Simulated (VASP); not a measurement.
# CrCN (P-6m2) in VASP: a series of runs

Runs on CrCN. Level: PBE. Tasks: single point, relaxation of cell and atoms.

Everything below comes from runs of VASP 6.6.1. Logs are shortened: lines on timing, memory, paths and dates and some standing lists are left out, and cuts for length are marked.

## (1) The cell of the first run

It takes space group P-6m2 (No. 187, hexagonal). The conventional cell has a = 3.224 Å, b = 3.224 Å, c = 2.898 Å, α = 90.00°, β = 90.00°, γ = 120.00°. Within 2.5 Å of Cr (site symmetry -6m2) lie 3 C at 1.86 Å and 6 N at 2.36 Å. C (site symmetry -6m2) has 3 Cr at 1.86 Å and 6 N at 2.36 Å within 2.5 Å. N (site symmetry -6m2) has 6 Cr at 2.36 Å and 6 C at 2.36 Å and 2 N at 2.90 Å within 3.1 Å.

## (2) Single point, PBE, collinear spin, ferromagnetic start

Input file INCAR:

```
SYSTEM = CrCN
PREC = Accurate ; ENCUT = 520
EDIFF = 1E-6 ; ISMEAR = 0
SIGMA = 0.1 ; LREAL = .FALSE.
LASPH = .TRUE. ; NELM = 150
ALGO = Normal ; ISIF = 2
LWAVE = .FALSE. ; LCHARG = .FALSE.
ISPIN = 2 ; MAGMOM = 3 0 0
LORBIT = 11 ; LMAXMIX = 4
GGA = PE ; NBANDS = 22
```

Input file KPOINTS:

```
regular mesh
0
G
  6 6 6
  0 0 0
```

Input file POSCAR:

```
CrCN
1.0
    3.2239046417      0.0000000027      0.0000000000
   -1.6119523231      2.7919833177      0.0000000000
    0.0000000000      0.0000000000      2.8980856535
Cr C N
1 1 1
Direct
    0.3333333333      0.6666666667      0.5000000000
    0.6666666667      0.3333333333      0.5000000000
    0.0000000000      0.0000000000      0.0000000000
```

Potentials or basis: VASP PAW PBE potentials, release 64 (Cr_pv, C, N).

Launch:

```
cat potpaw_PBE.64/Cr_pv/POTCAR potpaw_PBE.64/C/POTCAR potpaw_PBE.64/N/POTCAR > POTCAR
mpirun -np 1 vasp_std > vasp.out
```

OUTCAR:

```text
SYSTEM = CrCN
   PREC = Accurate
   ENCUT = 520
   EDIFF = 1E-6
   ISMEAR = 0
   LREAL = .FALSE.
   LASPH = .TRUE.
   NELM = 150
   ISIF = 2
   ISPIN = 2
   LORBIT = 11
   GGA = PE

 ion  position               nearest neighbor table
   1  0.333  0.667  0.500-   2 1.86   2 1.86   2 1.86   3 2.36   3 2.36   3 2.36   3 2.36   3 2.36
                             3 2.36
   2  0.667  0.333  0.500-   1 1.86   1 1.86   1 1.86
   3  0.000  0.000  0.000-   1 2.36   1 2.36   1 2.36   1 2.36   1 2.36   1 2.36

  LATTYP: Found a hexagonal cell.
 ALAT       =     3.2239046417
 C/A-ratio  =     0.8989365306

  Lattice vectors:

 A1 = (   3.2239046417,   0.0000000027,   0.0000000000)
 A2 = (  -1.6119523231,   2.7919833177,   0.0000000000)
 A3 = (   0.0000000000,   0.0000000000,   2.8980856535)

Analysis of symmetry for initial positions (statically):
=====================================================================
 Subroutine PRICEL returns:
 Original cell was already a primitive cell.

 Routine SETGRP: Setting up the symmetry group for a
 hexagonal supercell.

 Subroutine GETGRP returns: Found 12 space group operations
 (whereof 12 operations were pure point group operations)
 out of a pool of 24 trial point group operations.

The static configuration has the point symmetry D_3h.

Analysis of symmetry for dynamics (positions and initial velocities):
=====================================================================
 Subroutine PRICEL returns:
 Original cell was already a primitive cell.

 Routine SETGRP: Setting up the symmetry group for a
 hexagonal supercell.

 Subroutine GETGRP returns: Found 12 space group operations
 (whereof 12 operations were pure point group operations)
 out of a pool of 24 trial point group operations.

The dynamic configuration has the point symmetry D_3h.

Analysis of structural, dynamic, and magnetic symmetry:
=====================================================================
 Subroutine PRICEL returns:
 Original cell was already a primitive cell.

 Routine SETGRP: Setting up the symmetry group for a
 hexagonal supercell.

 Subroutine GETGRP returns: Found 12 space group operations
 (whereof 12 operations were pure point group operations)
 out of a pool of 24 trial point group operations.

The overall configuration has the point symmetry D_3h.

 Subroutine INISYM returns: Found 12 space group operations
 (whereof 12 operations are pure point group operations),
 and found     1 'primitive' translations

----------------------------------------------------------------------------------------

                                     Primitive cell

  volume of cell :      26.0859

  direct lattice vectors                    reciprocal lattice vectors
     3.223904642  0.000000003  0.000000000     0.310182872  0.179084165  0.000000000
    -1.611952323  2.791983318  0.000000000    -0.000000000  0.358168329  0.000000000
     0.000000000  0.000000000  2.898085653     0.000000000  0.000000000  0.345055364

  length of vectors
     3.223904642  3.223904642  2.898085653     0.358168329  0.358168329  0.345055364

  position of ions in fractional coordinates (direct lattice)
     0.333333333  0.666666667  0.500000000
     0.666666667  0.333333333  0.500000000
     0.000000000  0.000000000  0.000000000

  ion indices of the primitive-cell ions
   primitive index   ion index
                 1           1
                 2           2
                 3           3

----------------------------------------------------------------------------------------

 KPOINTS: regular mesh

Automatic generation of k-mesh.
 Grid dimensions read from file:
 generate k-points for:    6    6    6

 Generating k-lattice:

  Cartesian coordinates                     Fractional coordinates (reciprocal lattice)
     0.051697145  0.029847361  0.000000000     0.166666667  0.000000000  0.000000000
    -0.000000000  0.059694722  0.000000000     0.000000000  0.166666667  0.000000000
     0.000000000  0.000000000  0.057509227     0.000000000  0.000000000  0.166666667

  Length of vectors
     0.059694721  0.059694722  0.057509227

  Shift w.r.t. Gamma in fractional coordinates (k-lattice)
     0.000000000  0.000000000  0.000000000

 Subroutine IBZKPT returns following result:
 ===========================================

 Found     28 irreducible k-points:

 Following reciprocal coordinates:
            Coordinates               Weight
  0.000000  0.000000  0.000000      1.000000
  0.166667  0.000000  0.000000      6.000000
  0.333333  0.000000  0.000000      6.000000
  0.500000  0.000000  0.000000      3.000000
  0.166667  0.166667  0.000000      6.000000
  0.333333  0.166667  0.000000     12.000000
[... 16 lines left out ...]
  0.166667  0.000000  0.500000      6.000000
  0.333333  0.000000  0.500000      6.000000
 [... further k-points ...]
   k-points           NKPTS =     28   k-points in BZ     NKDIM =     28   number of bands    NBANDS=     22
   number of dos      NEDOS =    301   number of ions     NIONS =      3
   total plane-waves  NPLWV =  13824
   dimension x,y,z NGX =    24 NGY =   24 NGZ =   24
   dimension x,y,z NGXF=    48 NGYF=   48 NGZF=   48
   ions per type =               1   1   1
   NGX,Y,Z   is equivalent  to a cutoff of  12.38, 12.38, 13.77 a.u.
   NGXF,Y,Z  is equivalent  to a cutoff of  24.75, 24.75, 27.53 a.u.
 SYSTEM =  CrCN
   PREC   = accura    normal or accurate (medium, high low for compatibility)
   ISTART =      0    job   : 0-new  1-cont  2-samecut
   ICHARG =      2    charge: 1-file 2-atom 10-const
   ISPIN  =      2    spin polarized calculation?
   LNONCOLLINEAR =      F non collinear calculations
   LSORBIT =      F    spin-orbit coupling
   LASPH  =      T    aspherical Exc in radial PAW
   ENCUT  =  520.0 eV  38.22 Ry    6.18 a.u.   5.99  5.99  5.39*2*pi/ulx,y,z
   NELM   =    150;   NELMIN=  2; NELMDL= -5     # of ELM steps
   EDIFF  = 0.1E-05   stopping-criterion for ELM
   LREAL  =      F    real-space projection
   EDIFFG = 0.1E-04   stopping-criterion for IOM
   NSW    =      0    number of steps for IOM
   IBRION =     -1    ionic relax: 0-MD 1-quasi-New 2-CG
   NFREE  =      0    steps in history (QN), initial steepest desc. (CG)
   ISIF   =      2    stress and relaxation
   ISYM   =      2    0-nonsym 1-usesym 2-fastsym
   POTIM  = 0.5000    time-step for ionic-motion
   TEBEG  =    0.0;   TEEND  =   0.0 temperature during run
   PSTRESS=    0.0 pullay stress
   NELECT =      21.0000    total number of electrons
   NUPDOWN=      -1.0000    fix difference up-down
   EMIN   =  10.00;   EMAX   =-10.00  energy-range for DOS
   EFERMI =   0.00;   METHOD = LEGACY
   ISMEAR =     0;   SIGMA  =   0.10  broadening in eV -4-tet -1-fermi 0-gaus
   EFERMI_NEDOS =   21; number of points for ismear=-14 and -15
   IALGO  =     38    algorithm
   IMIX   =      4    mixing-type and parameters
     AMIX     =   0.40;   BMIX     =  1.00
     AMIX_MAG =   1.60;   BMIX_MAG =  1.00
  volume/ion in A,a.u.               =       8.70        58.68
  Fermi-wavevector in a.u.,A,eV,Ry     =   1.522927  2.877915 31.556097  2.319308
  Thomas-Fermi vector in A             =   2.631440
   LORBIT       =     11    0 simple, 1 ext, 2 COOP (PROOUT), +10 PAW based schemes
   GGA     = PE    functional components
   LHFCALC =     F    Hartree Fock is set to
   AEXX    =    0.0000 exact exchange contribution
   IVDW    =     0    specifies the selected vdW correction
   LEPSILON=     F    determine dielectric tensor
   LRPA    =     F    only Hartree local field effects (RPA)
 spin polarized calculation
 Gauss-broadening in eV      SIGMA  =   0.10
  energy-cutoff  :      520.00
  volume of cell :       26.09
 maximum number of plane-waves:       720
 NGX is ok and might be reduce to    24
   NGX = 11   NGY = 11   NGZ = 11

 number of electron      21.0000000 magnetization       3.0000000

 number of electron      21.0000007 magnetization      -0.6863560

 Free energy of the ion-electron system (eV)
  ---------------------------------------------------
  ext. energy  EPLUGINS =         0.00000000
  ---------------------------------------------------
  free energy    TOTEN  =       -22.60015337 eV

  energy without entropy =      -22.59017012  energy(sigma->0) =      -22.59516174

 E-fermi :   8.1538     XC(G=0): -12.8897

 val. band max:        8.1361710180   @ k =   0.3333   0.0000   0.5000
 cond. band min:       8.1540529388   @ k =   0.1667   0.1667   0.5000
 fundamental gap:      0.0178819208
 Fermi energy:         8.1538342424

 spin component 1

 k-point     1 :       0.0000    0.0000    0.0000
  band No.  band energies     occupation
      1     -34.8311      1.00000
      2     -34.8311      1.00000
      3     -34.6104      1.00000
      4      -8.3074      1.00000
      5       0.3054      1.00000
      6       2.8131      1.00000
[... 14 lines left out ...]
     21      24.3132      0.00000
     22      30.0806      0.00000
[... 552 lines left out ...]
  band No.  band energies     occupation
      1     -34.8870      1.00000
      2     -34.8374      1.00000
      3     -34.7359      1.00000
      4      -5.5798      1.00000
      5      -1.9931      1.00000
      6       2.0952      1.00000
[... 14 lines left out ...]
     21      27.6771      0.00000
     22      28.0904      0.00000

 [... further k-points ...]

 spin component 2

 k-point     1 :       0.0000    0.0000    0.0000
  band No.  band energies     occupation
      1     -35.4564      1.00000
      2     -35.3754      1.00000
      3     -35.3754      1.00000
      4      -8.3772      1.00000
      5       0.2325      1.00000
      6       2.6812      1.00000
[... 14 lines left out ...]
     21      24.1569      0.00000
     22      29.9656      0.00000
[... 552 lines left out ...]
  band No.  band energies     occupation
      1     -35.5796      1.00000
      2     -35.4287      1.00000
      3     -35.3811      1.00000
      4      -5.6636      1.00000
      5      -2.0371      1.00000
      6       1.9706      1.00000
[... 14 lines left out ...]
     21      27.5517      0.00000
     22      27.9455      0.00000

 [... further k-points ...]

------------------------ aborting loop because EDIFF is reached ----------------------------------------

  FORCE on cell =-STRESS in cart. coord.  units (eV):
  Direction    XX          YY          ZZ          XY          YZ          ZX
  --------------------------------------------------------------------------------------
  -------------------------------------------------------------------------------------
  Total        0.0694597      0.0694597     -0.0146481      0.0000000      0.0000000      0.0000000
  in kB        4.2661633      4.2661633     -0.8996728      0.0000000      0.0000000      0.0000000
  external PRESSURE =       2.5442179 kB  Pullay stress =       0.0000000 kB

 VOLUME and BASIS-vectors are now :
 -----------------------------------------------------------------------------
  energy-cutoff  :      520.00
  volume of cell :       26.09
      direct lattice vectors                 reciprocal lattice vectors
     3.223904642  0.000000003  0.000000000     0.310182872  0.179084165  0.000000000
    -1.611952323  2.791983318  0.000000000    -0.000000000  0.358168329  0.000000000
     0.000000000  0.000000000  2.898085653     0.000000000  0.000000000  0.345055364

 POSITION                                       TOTAL-FORCE (eV/Angst)
 -----------------------------------------------------------------------------------
     -0.00000      1.86132      1.44904        -0.000000      0.000000      0.000000
      1.61195      0.93066      1.44904        -0.000000     -0.000000      0.000000
      0.00000      0.00000      0.00000         0.000000      0.000000      0.000000
 -----------------------------------------------------------------------------------
    total drift:                               -0.000003      0.000002     -0.000000

  FREE ENERGIE OF THE ION-ELECTRON SYSTEM (eV)
  ---------------------------------------------------
  free  energy   TOTEN  =       -22.6001533714 eV

  energy  without entropy=      -22.5901701180  energy(sigma->0) =      -22.59516174

 total charge

# of ion       s       p       d       tot
------------------------------------------
    1        0.380   6.406   4.373  11.159
    2        0.962   1.423   0.000   2.385
    3        1.344   2.116   0.000   3.460
--------------------------------------------------
tot          2.686   9.944   4.373  17.004

 magnetization (x)

# of ion       s       p       d       tot
------------------------------------------
    1       -0.011  -0.007  -0.606  -0.624
    2        0.006   0.010   0.000   0.016
    3       -0.018  -0.016   0.000  -0.034
--------------------------------------------------
tot         -0.023  -0.013  -0.606  -0.642
```

Run time: 25 s. Hardware: 1 thread of AMD EPYC 9R45 (Zen 5), shared host; peak memory 0.13 GiB.

What came out:

- Free energy: -22.6002 eV
- Pressure: 0.3 GPa
- Net moment: -0.69 μB per cell
- Site moments: Cr -0.62; C +0.02; N -0.03 μB
- Valence electrons inside the program's atomic spheres: Cr 11.16; C 2.38; N 3.46

Levels at points of the mesh, in eV from the Fermi level:
Spin up:
| k point | band 7 | band 8 | band 9 | band 10 | band 11 | band 12 | band 13 | band 14 |
| --- | --- | --- | --- | --- | --- | --- | --- | --- |
| (0.00, 0.00, 0.00) | -5.34 | -2.57 | -0.72 | 0.02 | 0.02 | 0.79 | 0.79 | 3.88 |
| (0.50, 0.00, 0.00) | -3.68 | -3.00 | -2.18 | -1.14 | 0.59 | 0.94 | 1.23 | 3.70 |
| (0.00, 0.00, 0.50) | -4.13 | -2.22 | -2.22 | -0.79 | -0.20 | 1.15 | 1.15 | 2.24 |
| (0.50, 0.00, 0.50) | -6.15 | -3.51 | -1.89 | -0.61 | 0.57 | 2.42 | 2.60 | 2.95 |
Spin down:
| k point | band 9 | band 10 | band 11 | band 12 | band 13 | band 14 |
| --- | --- | --- | --- | --- | --- | --- |
| (0.00, 0.00, 0.00) | -1.28 | -0.06 | -0.06 | 0.06 | 0.06 | 3.75 |
| (0.50, 0.00, 0.00) | -2.45 | -1.42 | -0.12 | 0.71 | 0.84 | 3.49 |
| (0.00, 0.00, 0.50) | -2.50 | -0.96 | -0.32 | 0.72 | 0.72 | 1.62 |
| (0.50, 0.00, 0.50) | -2.07 | -0.97 | 0.17 | 2.12 | 2.18 | 2.43 |

Caveat: the k points lie up to 0.38 Å⁻¹ apart; a cell with one magnetic atom can't hold antiferromagnetic order, which such compounds often take.

## (3) Single point, PBE, collinear spin, ferromagnetic start

This run uses another cell than the first one, of 12.82 Å³/atom, 1.475 times its volume.

Input file INCAR:

```
PREC = Accurate ; ENCUT = 520
EDIFF = 1E-7 ; ISMEAR = 0
SIGMA = 0.1 ; LREAL = False
LASPH = True ; NELM = 150
ALGO = Normal ; ISIF = 2
LWAVE = False ; LCHARG = True
ISPIN = 2 ; MAGMOM = 3 0 0
LORBIT = 11 ; LMAXMIX = 4
GGA = PE ; LELF = True
LVHAR = True ; NBANDS = 22
```

Input file KPOINTS:

```
regular mesh
0
Gamma
  6 6 6
```

Input file POSCAR:

```
CrCN
1.0
    3.4965772700      0.0000000000      0.0000000000
   -1.7482886400      3.0281247400      0.0000000000
    0.0000000000      0.0000000000      3.6331411500
Cr C N
1 1 1
Direct
    0.3333333300      0.6666666700      0.5000000000
    0.6666666700      0.3333333300      0.5000000000
    0.0000000000      0.0000000000      0.0000000000
```

Potentials or basis: VASP PAW PBE potentials, release 64 (Cr_pv, C, N).

Launch:

```
cat potpaw_PBE.64/Cr_pv/POTCAR potpaw_PBE.64/C/POTCAR potpaw_PBE.64/N/POTCAR > POTCAR
mpirun -np 1 vasp_std > vasp.out
```

OUTCAR:

```text
PREC = Accurate
   ENCUT = 520
   EDIFF = 1E-7
   ISMEAR = 0
   LREAL = False
   LASPH = True
   NELM = 150
   ISIF = 2
   ISPIN = 2
   LORBIT = 11
   GGA = PE

 ion  position               nearest neighbor table
   1  0.333  0.667  0.500-   2 2.02   2 2.02   2 2.02
   2  0.667  0.333  0.500-   1 2.02   1 2.02   1 2.02
   3  0.000  0.000  0.000-

  LATTYP: Found a hexagonal cell.
 ALAT       =     3.4965772700
 C/A-ratio  =     1.0390564456

  Lattice vectors:

 A1 = (   3.4965772700,   0.0000000000,   0.0000000000)
 A2 = (  -1.7482886400,   3.0281247400,   0.0000000000)
 A3 = (   0.0000000000,   0.0000000000,   3.6331411500)

Analysis of symmetry for initial positions (statically):
=====================================================================
 Subroutine PRICEL returns:
 Original cell was already a primitive cell.

 Routine SETGRP: Setting up the symmetry group for a
[... 1397 lines left out ...]
     21      19.1007      0.00000
     22      20.1500      0.00000

 [... further k-points ...]

------------------------ aborting loop because EDIFF is reached ----------------------------------------

  FORCE on cell =-STRESS in cart. coord.  units (eV):
  Direction    XX          YY          ZZ          XY          YZ          ZX
  --------------------------------------------------------------------------------------
  -------------------------------------------------------------------------------------
  Total       -7.9569608     -7.9569608     -5.8120348      0.0000000      0.0000000      0.0000000
  in kB     -331.4046813   -331.4046808   -242.0692520      0.0000005      0.0000000      0.0000000
  external PRESSURE =    -301.6262047 kB  Pullay stress =       0.0000000 kB

 VOLUME and BASIS-vectors are now :
 -----------------------------------------------------------------------------
  energy-cutoff  :      520.00
  volume of cell :       38.47
      direct lattice vectors                 reciprocal lattice vectors
     3.496577270  0.000000000  0.000000000     0.285993966  0.165118694  0.000000000
    -1.748288640  3.028124740  0.000000000     0.000000000  0.330237386  0.000000000
     0.000000000  0.000000000  3.633141150     0.000000000  0.000000000  0.275243917

 POSITION                                       TOTAL-FORCE (eV/Angst)
 -----------------------------------------------------------------------------------
     -0.00000      2.01875      1.81657         0.000000     -0.000000      0.000000
      1.74829      1.00937      1.81657         0.000000      0.000000      0.000000
      0.00000      0.00000      0.00000        -0.000000      0.000000      0.000000
 -----------------------------------------------------------------------------------
    total drift:                                0.000009     -0.000005      0.000000

  FREE ENERGIE OF THE ION-ELECTRON SYSTEM (eV)
  ---------------------------------------------------
  free  energy   TOTEN  =       -20.9676453977 eV

  energy  without entropy=      -20.9590349440  energy(sigma->0) =      -20.96334017

 total charge

# of ion       s       p       d       tot
------------------------------------------
    1        0.297   6.242   4.055  10.594
    2        0.945   1.285   0.000   2.230
    3        1.359   1.967   0.000   3.326
--------------------------------------------------
tot          2.601   9.494   4.055  16.150

 magnetization (x)

# of ion       s       p       d       tot
------------------------------------------
    1       -0.026  -0.002  -1.762  -1.790
    2        0.027   0.128   0.000   0.154
    3       -0.001   0.591   0.000   0.589
--------------------------------------------------
tot         -0.001   0.716  -1.762  -1.047
```

OSZICAR:

```text
N       E                     dE             d eps       ncg     rms          rms(c)
DAV:   1     0.160558924454E+03    0.16056E+03   -0.10927E+04  2464   0.968E+02
DAV:   2    -0.191064670254E+02   -0.17967E+03   -0.17007E+03  2652   0.285E+02
[... 19 lines left out ...]
DAV:  22    -0.209676077504E+02    0.25575E-04   -0.77321E-04  2644   0.163E-01    0.191E+00
DAV:  23    -0.209676799623E+02   -0.72212E-04   -0.53428E-04  2622   0.948E-02    0.284E+00
DAV:  24    -0.209676579397E+02    0.22023E-04   -0.32140E-05  2614   0.409E-02    0.169E+00
DAV:  25    -0.209676469212E+02    0.11018E-04   -0.11015E-05  2576   0.182E-02    0.743E-01
DAV:  26    -0.209676454226E+02    0.14986E-05   -0.34885E-06  2670   0.104E-02    0.250E-01
DAV:  27    -0.209676453977E+02    0.24904E-07   -0.62358E-07  2538   0.387E-03
   1 F= -.20967645E+02 E0= -.20963340E+02  d E =-.861045E-02  mag=    -0.8866
```

It took 56 s on 1 thread of AMD EPYC 9R45 (Zen 5), shared host; peak memory 0.16 GiB.

Results:

```yaml
Free_energy: -20.9676 eV
Pressure: -30.2 GPa
Net_moment: -0.89 μB per cell
Site_moments: Cr -1.79; C +0.15; N +0.59 μB
Valence_electrons_inside_the_program's_atomic_spheres: Cr 10.59; C 2.23; N 3.33
```

Stress tensor (GPa, compression positive):
```
-33.14   0.00   0.00
  0.00 -33.14   0.00
  0.00   0.00 -24.21
```

Caveat: a cell with one magnetic atom can't hold antiferromagnetic order, which such compounds often take. With open d or f shells a metallic result of PBE can be an artefact of self-interaction; +U or a hybrid may open a gap.

(Continued in part 2 of 2.)
